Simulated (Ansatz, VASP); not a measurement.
MgO in VASP and in Ansatz

```
CELL_PARAMETERS angstrom
3.27340 0.00000 0.00000
-1.63670 2.83485 0.00000
0.00000 0.00000 4.91274
ATOMIC_POSITIONS crystal
Mg 0.33333 0.66667 0.00165
Mg 0.66667 0.33333 0.50165
O 0.33333 0.66667 0.40295
O 0.66667 0.33333 0.90295
```

Alike in both runs: functional LDA; k mesh 6 × 6 × 4; occupations gaussian, width 0.02 eV; no spin polarisation.

Ansatz relaxed the structure, and its values are those at the end. VASP's run is a single point on that final structure, the one shown.

|  | VASP | Ansatz |
| --- | --- | --- |
| version | VASP 6.6.1 | Ansatz 0.2.0 |
| potentials or method | VASP PAW LDA potentials, release 64 (Mg, O), cutoff 600 eV | scalar-relativistic, plane waves, PAW |
| valence electrons in the cell | 16 | 32 |

|  | VASP | Ansatz | Ansatz less VASP |
| --- | --- | --- | --- |
| gap on the k mesh at the Fermi level (eV) | 3.54 | 3.54 | +0.005 |
| least direct gap on the mesh (eV) | 3.54 | 3.54 | +0.005 |
| pressure (GPa) | -1.4 | 0.0 | +1.35 |

Ansatz warns that its potentials were made for another functional, while VASP's fit it. LDA's correlation is that of Perdew and Zunger in VASP and of Perdew and Wang (1992) in Ansatz. VASP's potentials hold 16 valence electrons a cell and Ansatz's 32, so a difference there can come from the potentials and not from the codes.
